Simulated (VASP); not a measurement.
# Cr in VASP: notebook, part 2 of 2

VASP 6.6.1.

### Step 3. Relaxation of cell and atoms, PBEsol, collinear spin, antiferromagnetic start

This run uses another cell than the first one, of 13.08 Å³/atom, 1.174 times its volume.

Contents of INCAR:

```
SYSTEM = Cr
  PREC = Accurate
  ENCUT = 600
  EDIFF = 1E-7
  ISMEAR = 0
  SIGMA = 0.1
  LREAL = .False.
  LASPH = .True.
  NELM = 150
  ALGO = Normal
  ISIF = 3
  LWAVE = .False.
  LCHARG = .False.
  ISPIN = 2
  MAGMOM = -1.69 1.69
  LORBIT = 11
  LMAXMIX = 4
  GGA = PS
  IBRION = 2
  NSW = 100
  EDIFFG = -0.05
```

Contents of KPOINTS:

```
Automatic mesh
0
Gamma
  6 6 6
  0 0 0
```

Contents of POSCAR:

```
Cr
1.0
    2.9688993551      0.0000000000      0.0000000000
    0.0000000000      2.9688993551      0.0000000000
    0.0000000000      0.0000000000      2.9688993551
Cr
2
Direct
    0.0000000000      0.0000000000      0.0000000000
    0.5000000000      0.5000000000      0.5000000000
```

Potentials or basis: VASP PAW PBE potentials, release 64 (Cr_pv).

Run with:

```
$ cat potpaw_PBE.64/Cr_pv/POTCAR > POTCAR
$ mpirun -np 1 vasp_std > vasp.out
```

OUTCAR:

```text
SYSTEM = Cr
   PREC = Accurate
   ENCUT = 600
   EDIFF = 1E-7
   ISMEAR = 0
   LREAL = .False.
   LASPH = .True.
   NELM = 150
   ISIF = 3
   ISPIN = 2
   LORBIT = 11
   GGA = PS
   IBRION = 2
   NSW = 100
   EDIFFG = -0.05

 ion  position               nearest neighbor table
   1  0.000  0.000  0.000-   2 2.57   2 2.57   2 2.57   2 2.57   2 2.57   2 2.57   2 2.57   2 2.57

   2  0.500  0.500  0.500-   1 2.57   1 2.57   1 2.57   1 2.57   1 2.57   1 2.57   1 2.57   1 2.57

  LATTYP: Found a simple cubic cell.
 ALAT       =     2.9688993551

  Lattice vectors:

 A1 = (   2.9688993551,   0.0000000000,   0.0000000000)
 A2 = (   0.0000000000,   2.9688993551,   0.0000000000)
 A3 = (   0.0000000000,   0.0000000000,   2.9688993551)

Analysis of symmetry for initial positions (statically):
=====================================================================
 Subroutine PRICEL returns following result:

  LATTYP: Found a body centered cubic cell.
 ALAT       =     2.9688993551
[... 12 lines left out ...]
 Subroutine GETGRP returns: Found 48 space group operations
 (whereof 48 operations were pure point group operations)
 out of a pool of 48 trial point group operations.

The static configuration has the point symmetry O_h .

Analysis of symmetry for dynamics (positions and initial velocities):
=====================================================================
 Subroutine PRICEL returns following result:

  LATTYP: Found a body centered cubic cell.
 ALAT       =     2.9688993551
[... 12 lines left out ...]
 Subroutine GETGRP returns: Found 48 space group operations
 (whereof 48 operations were pure point group operations)
 out of a pool of 48 trial point group operations.

The dynamic configuration has the point symmetry O_h .

Analysis of structural, dynamic, and magnetic symmetry:
=====================================================================
 Subroutine PRICEL returns following result:

  LATTYP: Found a body centered cubic cell.
 ALAT       =     2.9688993551
[... 12 lines left out ...]
 Subroutine GETGRP returns: Found 48 space group operations
 (whereof 48 operations were pure point group operations)
 out of a pool of 48 trial point group operations.

The overall configuration has the point symmetry O_h .

 Subroutine INISYM returns: Found 48 space group operations
 (whereof 48 operations are pure point group operations),
 and found     2 'primitive' translations

----------------------------------------------------------------------------------------

                                     Primitive cell

  volume of cell :      13.0845

  direct lattice vectors                    reciprocal lattice vectors
     1.484449678  1.484449678 -1.484449678     0.336825160  0.336825160  0.000000000
    -1.484449678  1.484449678  1.484449678    -0.000000000  0.336825160  0.336825160
     1.484449678 -1.484449678  1.484449678     0.336825160  0.000000000  0.336825160

  length of vectors
     2.571142263  2.571142263  2.571142263     0.476342709  0.476342709  0.476342709

  position of ions in fractional coordinates (direct lattice)
     0.000000000  0.000000000  0.000000000

  ion indices of the primitive-cell ions
   primitive index   ion index
                 1           1

----------------------------------------------------------------------------------------

 KPOINTS: Automatic mesh

Automatic generation of k-mesh.
 Grid dimensions read from file:
 generate k-points for:    6    6    6

 Generating k-lattice:

  Cartesian coordinates                     Fractional coordinates (reciprocal lattice)
     0.056137527  0.000000000  0.000000000     0.166666667  0.000000000  0.000000000
     0.000000000  0.056137527  0.000000000     0.000000000  0.166666667  0.000000000
     0.000000000  0.000000000  0.056137527     0.000000000  0.000000000  0.166666667

  Length of vectors
     0.056137527  0.056137527  0.056137527

  Shift w.r.t. Gamma in fractional coordinates (k-lattice)
     0.000000000  0.000000000  0.000000000

 Subroutine IBZKPT returns following result:
 ===========================================

 Found     20 irreducible k-points:

 Following reciprocal coordinates:
            Coordinates               Weight
  0.000000  0.000000  0.000000      1.000000
  0.166667  0.000000  0.000000      6.000000
  0.333333  0.000000  0.000000      6.000000
  0.500000  0.000000  0.000000      3.000000
  0.166667  0.166667  0.000000     12.000000
  0.333333  0.166667  0.000000     24.000000
[... 12 lines left out ...]
  0.500000  0.500000  0.333333      6.000000
  0.500000  0.500000  0.500000      1.000000
   k-points           NKPTS =     20   k-points in BZ     NKDIM =     20   number of bands    NBANDS=     16
   number of dos      NEDOS =    301   number of ions     NIONS =      2
   total plane-waves  NPLWV =  13824
   dimension x,y,z NGX =    24 NGY =   24 NGZ =   24
   dimension x,y,z NGXF=    48 NGYF=   48 NGZF=   48
   ions per type =               2
   NGX,Y,Z   is equivalent  to a cutoff of  13.44, 13.44, 13.44 a.u.
   NGXF,Y,Z  is equivalent  to a cutoff of  26.88, 26.88, 26.88 a.u.
 SYSTEM =  Cr
   PREC   = accura    normal or accurate (medium, high low for compatibility)
   ISTART =      0    job   : 0-new  1-cont  2-samecut
   ICHARG =      2    charge: 1-file 2-atom 10-const
   ISPIN  =      2    spin polarized calculation?
   LNONCOLLINEAR =      F non collinear calculations
   LSORBIT =      F    spin-orbit coupling
   LASPH  =      T    aspherical Exc in radial PAW
   ENCUT  =  600.0 eV  44.10 Ry    6.64 a.u.   5.93  5.93  5.93*2*pi/ulx,y,z
   NELM   =    150;   NELMIN=  2; NELMDL= -5     # of ELM steps
   EDIFF  = 0.1E-06   stopping-criterion for ELM
   LREAL  =      F    real-space projection
   EDIFFG = -.5E-01   stopping-criterion for IOM
   NSW    =    100    number of steps for IOM
   IBRION =      2    ionic relax: 0-MD 1-quasi-New 2-CG
   NFREE  =      1    steps in history (QN), initial steepest desc. (CG)
   ISIF   =      3    stress and relaxation
   ISYM   =      2    0-nonsym 1-usesym 2-fastsym
   POTIM  = 0.5000    time-step for ionic-motion
   TEBEG  =    0.0;   TEEND  =   0.0 temperature during run
   PSTRESS=    0.0 pullay stress
   NELECT =      24.0000    total number of electrons
   NUPDOWN=      -1.0000    fix difference up-down
   EMIN   =  10.00;   EMAX   =-10.00  energy-range for DOS
   EFERMI =   0.00;   METHOD = LEGACY
   ISMEAR =     0;   SIGMA  =   0.10  broadening in eV -4-tet -1-fermi 0-gaus
   EFERMI_NEDOS =   21; number of points for ismear=-14 and -15
   IALGO  =     38    algorithm
   IMIX   =      4    mixing-type and parameters
     AMIX     =   0.40;   BMIX     =  1.00
     AMIX_MAG =   1.60;   BMIX_MAG =  1.00
  volume/ion in A,a.u.               =      13.08        88.30
  Fermi-wavevector in a.u.,A,eV,Ry     =   1.590559  3.005721 34.421077  2.529878
  Thomas-Fermi vector in A             =   2.689235
   LORBIT       =     11    0 simple, 1 ext, 2 COOP (PROOUT), +10 PAW based schemes
   GGA     = PS    functional components
   LHFCALC =     F    Hartree Fock is set to
   AEXX    =    0.0000 exact exchange contribution
   IVDW    =     0    specifies the selected vdW correction
   LEPSILON=     F    determine dielectric tensor
   LRPA    =     F    only Hartree local field effects (RPA)
 conjugate gradient relaxation of ions
 spin polarized calculation
 Gauss-broadening in eV      SIGMA  =   0.10
  energy-cutoff  :      600.00
  volume of cell :       26.17
 maximum number of plane-waves:       912
 NGX is ok and might be reduce to    24
   NGX = 11   NGY = 11   NGZ = 11

--------------------------------------- Ionic step        1  -------------------------------------------

 number of electron      24.0000016 magnetization      -0.0000000

 number of electron      24.0000016 magnetization       0.0000000

 Free energy of the ion-electron system (eV)
  ---------------------------------------------------
  ext. energy  EPLUGINS =         0.00000000
  ---------------------------------------------------
  free energy    TOTEN  =       -20.16530093 eV

  energy without entropy =      -20.16227202  energy(sigma->0) =      -20.16378647

 E-fermi :   9.1806     XC(G=0): -13.0811

 val. band max:        9.1447306593   @ k =   0.3333   0.0000   0.0000
 cond. band min:       9.3495393180   @ k =   0.5000   0.1667   0.0000
 fundamental gap:      0.2048086588
 Fermi energy:         9.1805647683

 spin component 1

 k-point     1 :       0.0000    0.0000    0.0000
  band No.  band energies     occupation
      1     -34.4229      1.00000
      2     -34.4229      1.00000
      3     -34.4229      1.00000
      4     -32.7231      1.00000
      5     -32.7231      1.00000
      6     -32.7231      1.00000
[... 865 lines left out ...]
 number of electron      24.0000017 magnetization       0.0000000

 number of electron      24.0000017 magnetization      -0.0000000

 Free energy of the ion-electron system (eV)
  ---------------------------------------------------
  ext. energy  EPLUGINS =         0.00000000
  ---------------------------------------------------
  free energy    TOTEN  =       -20.51865831 eV

  energy without entropy =      -20.51318288  energy(sigma->0) =      -20.51592060

 E-fermi :  11.2845     XC(G=0): -14.0567

 val. band max:       11.2334447113   @ k =   0.1667   0.1667   0.0000
 cond. band min:      11.5411485190   @ k =   0.5000   0.1667   0.0000
 fundamental gap:      0.3077038077
 Fermi energy:        11.2845179799

 spin component 1

 k-point     1 :       0.0000    0.0000    0.0000
  band No.  band energies     occupation
      1     -31.8888      1.00000
      2     -31.8888      1.00000
      3     -31.8888      1.00000
      4     -31.1773      1.00000
      5     -31.1773      1.00000
      6     -31.1773      1.00000
[... 781 lines left out ...]
  FREE ENERGIE OF THE ION-ELECTRON SYSTEM (eV)
  ---------------------------------------------------
  free  energy   TOTEN  =       -20.5186583092 eV

  energy  without entropy=      -20.5131828842  energy(sigma->0) =      -20.51592060

 reached required accuracy - stopping structural energy minimisation

 total charge

# of ion       s       p       d       tot
------------------------------------------
    1        0.444   6.437   4.257  11.138
    2        0.444   6.437   4.257  11.138
--------------------------------------------------
tot          0.889  12.873   8.514  22.275

 magnetization (x)

# of ion       s       p       d       tot
------------------------------------------
    1       -0.000  -0.000  -0.001  -0.001
    2        0.000   0.000   0.001   0.001
--------------------------------------------------
tot          0.000   0.000   0.000   0.000
```

CONTCAR:

```text
Cr
   1.00000000000000
     2.8127161797527083   -0.0000000000000000   -0.0000000000000000
     0.0000000000000000    2.8127161797527083    0.0000000000000000
     0.0000000000000000    0.0000000000000000    2.8127161797527083
  Cr
     2
Direct
     0.0000000000000000    0.0000000000000000    0.0000000000000000
     0.5000000000000000    0.5000000000000000    0.5000000000000000

  0.00000000E+00  0.00000000E+00  0.00000000E+00
  0.00000000E+00  0.00000000E+00  0.00000000E+00
```

It took 29 s on 1 thread of Intel Xeon 6975P-C (Granite Rapids), shared host; peak memory 0.15 GiB.

What came out:

```
Free energy                                           : -20.5187 eV
Relaxed volume                                        : 11.13 Å³/atom
Relaxed cell                                          : a = 2.813 Å, b = 2.813 Å, c = 2.813 Å, α = 90.00°, β = 90.00°, γ = 90.00°
Space group after relaxing (to 0.05 Å)                : Im-3m (No. 229)
Energy gained by relaxing                             : 176.7 meV/atom
Ionic steps                                           : 4
Pressure after relaxing                               : -0.2 GPa
Band gap on the k mesh                                : zero (filled and empty bands overlap)
Net moment                                            : 0.00 μB per cell
Valence electrons inside the program's atomic spheres : Cr 11.14
```

Step by step:
| step | energy change (eV) | largest force (eV/Å) | pressure (GPa) | volume (Å³) |
| --- | --- | --- | --- | --- |
| 1 | 0.0000 | 0.0000 | -22.54 | 26.17 |
| 2 | -0.0630 | 0.0000 | 42.38 | 19.80 |
| 3 | -0.3530 | 0.0000 | -1.23 | 22.34 |
| 4 | -0.3534 | 0.0000 | -0.21 | 22.25 |

Final structure:
```
Cr
1.0
     2.81272    0.00000    0.00000
     0.00000    2.81272    0.00000
     0.00000    0.00000    2.81272
Cr
2
Cartesian
  0.0000 0.0000 0.0000
  1.4064 1.4064 1.4064
```

Caveat: the starting moments collapsed, and a magnetic state may lie lower; the PAW data sets were made with another functional, which shifts forces and pressure a little.

### Step 4. Single point, PBEsol (biaxial strain in the a-b plane: -4.0 %)

Contents of INCAR:

```
SYSTEM = Cr
ALGO = Normal ; EDIFF = 1E-6
ENCUT = 520 ; GGA = PS
ISIF = 2 ; ISMEAR = 0
LASPH = .True. ; LCHARG = .True.
LELF = .True. ; LREAL = .False.
LVHAR = .True. ; LWAVE = .False.
NBANDS = 19 ; NELM = 100
PREC = Accurate ; SIGMA = 0.1
```

Contents of KPOINTS:

```
k-points
0
Gamma
  14 14 14
  0 0 0
```

Contents of POSCAR:

```
Cr
1.0
    2.7017171775      0.0000000000      0.0000000000
    0.0000000000      2.7017171775      0.0000000000
    0.0000000000      0.0000000000      2.8818316560
Cr
2
Direct
    0.0000000000      0.0000000000      0.0000000000
    0.5000000000      0.5000000000      0.5000000000
```

Potentials or basis: VASP PAW PBE potentials, release 64 (Cr_pv).

Run with:

```
$ cat potpaw_PBE.64/Cr_pv/POTCAR > POTCAR
$ mpirun -np 1 vasp_std > vasp.out
```

OUTCAR:

```text
SYSTEM = Cr
   EDIFF = 1E-6
   ENCUT = 520
   GGA = PS
   ISIF = 2
   ISMEAR = 0
   LASPH = .True.
   LREAL = .False.
   NELM = 100
   PREC = Accurate

 ion  position               nearest neighbor table
   1  0.000  0.000  0.000-   2 2.39   2 2.39   2 2.39   2 2.39   2 2.39   2 2.39   2 2.39   2 2.39

   2  0.500  0.500  0.500-   1 2.39   1 2.39   1 2.39   1 2.39   1 2.39   1 2.39   1 2.39   1 2.39

  LATTYP: Found a simple tetragonal cell.
 ALAT       =     2.7017171775
 C/A-ratio  =     1.0666666667

  Lattice vectors:

 A1 = (   2.7017171775,   0.0000000000,   0.0000000000)
[... 717 lines left out ...]
      6     -30.2821      2.00000
[... 11 lines left out ...]
     18      18.2954      0.00000
     19      19.3812      0.00000

 [... further k-points ...]
[... 5 lines left out ...]
  --------------------------------------------------------------------------------------
  -------------------------------------------------------------------------------------
  Total        3.5987868      3.5987868      0.1387541      0.0000000      0.0000000      0.0000000
  in kB      274.1058629    274.1058629     10.5683684      0.0000000      0.0000000      0.0000000
  external PRESSURE =     186.2600314 kB  Pullay stress =       0.0000000 kB

 VOLUME and BASIS-vectors are now :
 -----------------------------------------------------------------------------
  energy-cutoff  :      520.00
  volume of cell :       21.04
      direct lattice vectors                 reciprocal lattice vectors
     2.701717177  0.000000000  0.000000000     0.370134968  0.000000000  0.000000000
     0.000000000  2.701717177  0.000000000     0.000000000  0.370134968  0.000000000
     0.000000000  0.000000000  2.881831656     0.000000000  0.000000000  0.347001532

 POSITION                                       TOTAL-FORCE (eV/Angst)
 -----------------------------------------------------------------------------------
      0.00000      0.00000      0.00000         0.000000      0.000000      0.000000
      1.35086      1.35086      1.44092        -0.000000     -0.000000     -0.000000
 -----------------------------------------------------------------------------------
    total drift:                               -0.000000      0.000000      0.000000

  FREE ENERGIE OF THE ION-ELECTRON SYSTEM (eV)
  ---------------------------------------------------
  free  energy   TOTEN  =       -20.3491313371 eV

  energy  without entropy=      -20.3434683311  energy(sigma->0) =      -20.34629983
```

OSZICAR:

```text
N       E                     dE             d eps       ncg     rms          rms(c)
DAV:   1     0.236590542179E+03    0.23659E+03   -0.13763E+04 10960   0.158E+03
DAV:   2    -0.155581722423E+02   -0.25215E+03   -0.24631E+03 11081   0.443E+02
DAV:   3    -0.236644318525E+02   -0.81063E+01   -0.79999E+01 11643   0.943E+01
DAV:   4    -0.237809701253E+02   -0.11654E+00   -0.11628E+00 14676   0.103E+01
DAV:   5    -0.237828915892E+02   -0.19215E-02   -0.19187E-02 11789   0.127E+00    0.219E+01
DAV:   6    -0.204168504822E+02    0.33660E+01   -0.14022E+01 11280   0.440E+01    0.237E+00
DAV:   7    -0.203753446034E+02    0.41506E-01   -0.17295E-01 11866   0.391E+00    0.140E+00
DAV:   8    -0.203492065027E+02    0.26138E-01   -0.13478E-02 14733   0.150E+00    0.166E-01
DAV:   9    -0.203491367359E+02    0.69767E-04   -0.87769E-04 12552   0.253E-01    0.600E-02
DAV:  10    -0.203491335448E+02    0.31910E-05   -0.33597E-05 13678   0.474E-02    0.122E-02
DAV:  11    -0.203491314192E+02    0.21257E-05   -0.84375E-06 11690   0.334E-02    0.284E-03
DAV:  12    -0.203491313371E+02    0.82079E-07   -0.25594E-07  6591   0.648E-03
   1 F= -.20349131E+02 E0= -.20346300E+02  d E =-.566301E-02
```

stdout:

```text
POSCAR found type information on POSCAR Cr
 POSCAR found :  1 types and       2 ions
 scaLAPACK will be used
 -----------------------------------------------------------------------------
|                                                                             |
|                                                                             |
|     You enforced a specific xc type in the INCAR file but a different       |
|     I HOPE YOU KNOW WHAT YOU ARE DOING!                                     |
|                                                                             |
 -----------------------------------------------------------------------------

 LDA part: xc-table for (Slater+PW92), standard interpolation
 POSCAR, INCAR and KPOINTS ok, starting setup
 FFT: planning ... GRIDC
 FFT: planning ... GRID_SOFT
 FFT: planning ... GRID
 WAVECAR not read
 entering main loop
```

Run time: 31 s. Hardware: 1 thread of Intel Xeon 6975P-C (Granite Rapids), shared host; peak memory 0.2 GiB.

Results:

| Item | Value |
| --- | --- |
| Free energy | -20.3491 eV |
| Pressure | 18.6 GPa |
| Band gap on the k mesh | zero (band 12 reaches 13.92 eV, above the bottom of band 13 at 11.60 eV) |

Levels at points of the mesh, in eV from the Fermi level:
| k point | band 10 | band 11 | band 12 | band 13 | band 14 | band 15 |
| --- | --- | --- | --- | --- | --- | --- |
| (0.00, 0.00, 0.00) | -1.24 | -1.24 | -0.67 | 0.87 | 1.48 | 2.69 |
| (0.50, 0.00, 0.00) | -2.13 | -0.84 | -0.84 | -0.38 | -0.38 | 0.68 |
| (0.50, 0.50, 0.00) | -3.29 | 1.66 | 1.66 | 1.79 | 1.79 | 1.85 |
| (0.00, 0.00, 0.50) | -2.33 | -0.27 | -0.27 | -0.27 | -0.27 | 0.90 |
| (0.50, 0.00, 0.50) | -2.59 | 0.85 | 0.85 | 1.15 | 1.15 | 1.70 |
| (0.50, 0.50, 0.50) | -2.50 | -2.50 | -2.50 | 1.51 | 1.51 | 1.89 |

Caveat: the cell differs from its parent crystal (biaxial strain in the a-b plane: -4.0 %); the PAW data sets were made with another functional, which shifts forces and pressure a little; the run has no spin polarisation, though such a crystal can be magnetic.
